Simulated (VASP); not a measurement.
AlH5, 6 atoms in the cell. The structure is cubic, space group P-43m (No. 215). Conventional cell: a = 3.784 Å, b = 3.784 Å, c = 3.784 Å, α = 90.00°, β = 90.00°, γ = 90.00°. Al (site symmetry -43m) has 4 H at 2.17 Å within 2.9 Å. H (site symmetry 3m) has 1 H at 1.11 Å within 1.5 Å. H (site symmetry -43m) has 4 H at 1.11 Å within 1.5 Å. 

| Quantity | Value |
| --- | --- |
| Program | VASP 6.6.1 |
| Task | relaxation of cell and atoms |
| Functional | PBE |
| Potentials or basis | VASP PAW PBE potentials, release 64 (Al, H) |
| Cutoff | 500 eV |
| k mesh | 4 × 4 × 4 |
| Occupations | gaussian, width 0.1 eV |
| Spin | no spin polarisation |
| Dipole correction | no |
| Further INCAR settings | ALGO = Normal; EDIFF = 1e-07; IBRION = 2; EDIFFG = -0.04; NSW = 90; ISIF = 3 |

Potentials or basis: VASP PAW PBE potentials, release 64 (Al, H).

Launch:

```bash
$ cat potpaw_PBE.64/Al/POTCAR potpaw_PBE.64/H/POTCAR > POTCAR
$ mpirun -np 1 vasp_std > vasp.out
```

Hardware: 1 thread of Intel Xeon 8259CL, on a shared host.

Problem. How long does it take, and how much memory?

Solution. Run time: 72 s on 1 thread of Intel Xeon 8259CL, with other jobs on the host, peak memory 0.15 GiB. Counts: scf iterations 65, k points 10, ion steps 8.
